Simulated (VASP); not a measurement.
Runs of VASP 6.6.1 on Si7C8O (a cell with a defect). The cell holds a defect, 16 atoms: a = 8.714 Å, b = 4.357 Å, c = 4.357 Å, α = 90.00°, β = 90.00°, γ = 90.00°. 

```csv
level,potentials or basis,k mesh,smearing,gap on the mesh (eV),pressure (GPa),largest force (eV/Å)
PBEsol,"VASP PAW PBE potentials, release 64 (Si, C, O)","2 × 2 × 2, shifted",tetrahedron,0.20,10.8,7.96
PBEsol,"VASP PAW PBE potentials, release 64 (Si, C, O)","2 × 2 × 2, shifted",gaussian 0.01 eV,0.20,10.8,7.96
PBEsol,"VASP PAW PBE potentials, release 64 (Si, C, O)","2 × 2 × 2, shifted",fermi-dirac 0.05 eV,0.22,10.8,7.90
PBEsol,"VASP PAW PBE potentials, release 64 (Si, C, O)",2 × 2 × 1,gaussian 0.05 eV,(c),9.0,(b)
LDA,"VASP PAW LDA potentials, release 64 (Si, C, O)","2 × 2 × 2, shifted",fermi-dirac 0.05 eV,0.21,6.5,7.72
PBEsol+D3(BJ),"VASP PAW PBE potentials, release 64 (Si, C, O)","2 × 2 × 2, shifted",fermi-dirac 0.05 eV,0.22,(a),7.89
```

Alike in all rows: task single point; no spin polarisation; cell as given; cutoff (eV) 520.

Question: Fill in the values left out.

Answer: (a) 7.5; (b) 7.23; (c) none.

Caveats: all runs use coarse meshes; the PAW data sets were made with another functional, which shifts forces and pressure a little (some runs); three body term missing (some runs).

A k mesh can miss the band edges.
